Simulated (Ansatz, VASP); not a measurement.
Si: VASP beside Ansatz

The input INCAR:

```
SYSTEM = Si
PREC = Accurate ; ENCUT = 520
EDIFF = 1E-6 ; ISMEAR = 0
SIGMA = 0.1 ; LREAL = .FALSE.
LASPH = .TRUE. ; NELM = 80
ALGO = Normal ; ISIF = 2
LWAVE = .FALSE. ; LCHARG = .TRUE.
LDIPOL = .TRUE. ; IDIPOL = 3
DIPOL = 0.5 0.5 0.389 ; GGA = PE
IVDW = 12 ; LELF = .TRUE.
LVHAR = .TRUE. ; LVACPOTAV = .TRUE.
NBANDS = 16
```

File KPOINTS:

```
regular mesh
0
G
  9 9 1
  0 0 0
```

Contents of POSCAR:

```
Si
1.0
    3.8475254764      0.0000000000      0.0000000000
   -1.9237627382      3.3320548043      0.0000000000
    0.0000000000      0.0000000000     18.4415958250
Si
4
Direct
    0.3333333333      0.6666666667      0.2695427207
    0.6666666667      0.3333333333      0.2440135899
    0.6666666667      0.6666666667      0.5336629172
    0.3333333333      1.0000000000      0.5081337863
```

Input for Ansatz:

```yaml
crystal:
  lattice:
    - [3.8475254764, 0.0, 0.0]
    - [-1.9237627382, 3.3320548043, 0.0]
    - [0.0, 0.0, 18.441595825]
  atoms:
    - { symbol: Si, position: [0.3333333333, 0.6666666667, 0.2695427207] }
    - { symbol: Si, position: [0.6666666667, 0.3333333333, 0.2440135899] }
    - { symbol: Si, position: [0.6666666667, 0.6666666667, 0.5336629172] }
    - { symbol: Si, position: [0.3333333333, 1.0, 0.5081337863] }
basis:
  ecutwfc: 420
kpoints:
  mp_grid: { grid: [9, 9, 1] }
hamiltonian:
  xc: pbe
  pseudopotentials: { kind: paw, azcp: { folder: soft_1 } }
  dispersion: d3bj
scf:
  occupations: { method: gaussian, width: 0.1 }
output:
  forces: true
  eigenvalues: true
  write_density: true
  write_potential: true
  elf: true
  volumetric_format: npy
efield:
  axis: 3
  dipole_correction: true
  ramp_width: 0.04
```

Alike in both runs: task single point; functional PBE; dispersion D3(BJ); k mesh 9 × 9 × 1; occupations gaussian, width 0.1 eV; no spin polarisation.

```csv
,VASP,Ansatz
version,VASP 6.6.1,Ansatz 0.2.0
potentials or method,"VASP PAW PBE potentials, release 64 (Si), cutoff 520 eV","scalar-relativistic, plane waves, PAW"
valence electrons in the cell,16,16
```

VASP gave:

* gap on the k mesh at the Fermi level (eV): 0.19
* least direct gap on the mesh (eV): 0.19
* rms of the force components (eV/Å): 0.046

Problem. Which values does Ansatz return?

Solution. gap on the k mesh at the Fermi level (eV): 0.19; least direct gap on the mesh (eV): 0.19; rms of the force components (eV/Å): 0.047.

Atom by atom the forces differ by 0.003 eV/Å (rms over components). Ansatz's warnings: xc potential rough in thin density.
